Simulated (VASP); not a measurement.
Input of a VASP 6.6.1 run:

The input INCAR:

```
ALGO     = Normal         # electronic algorithm
EDIFF    = 1E-6           # SCF threshold, eV
ENCUT    = 600            # plane-wave cutoff, eV
GGA      = PS             # functional
GGA_COMPAT= F            
ISIF     = 2              # what is computed and relaxed
ISMEAR   = 0              # smearing method
LASPH    = T              # aspherical terms in the spheres
LCHARG   = F              # write CHGCAR
LREAL    = F              # projectors in reciprocal space
LWAVE    = F              # write WAVECAR
NBANDS   = 16             # bands
NELM     = 120            # most SCF steps
PREC     = Accurate       # precision mode
SIGMA    = 0.01           # smearing width, eV
```

Contents of KPOINTS:

```
k-points
0
Gamma
  6 6 6
```

Contents of POSCAR:

```
GaN
1.0
   -0.0103530223      2.2370124594      2.2622047268
    2.2370124594     -0.0103530223      2.2622047268
    2.2266594371      2.2266594371      0.0000000000
Ga N
1 1
Direct
   -0.0007015872     -0.0007015872      0.0007015872
    0.2507015872      0.2507015872      0.2492984128
```

Potentials or basis: VASP PAW PBE potentials, release 64 (Ga_d, N).

The run is started by

```console
$ cat potpaw_PBE.64/Ga_d/POTCAR potpaw_PBE.64/N/POTCAR > POTCAR
$ mpirun -np 1 vasp_std > vasp.out
```

(1) What does it give for the band gap on the k mesh?

(2) Predict the pressure.

Answers

(1) 1.70 eV, direct.

(2) 0.5 GPa.

Caveat: the PAW data sets were made with another functional, which shifts forces and pressure a little.
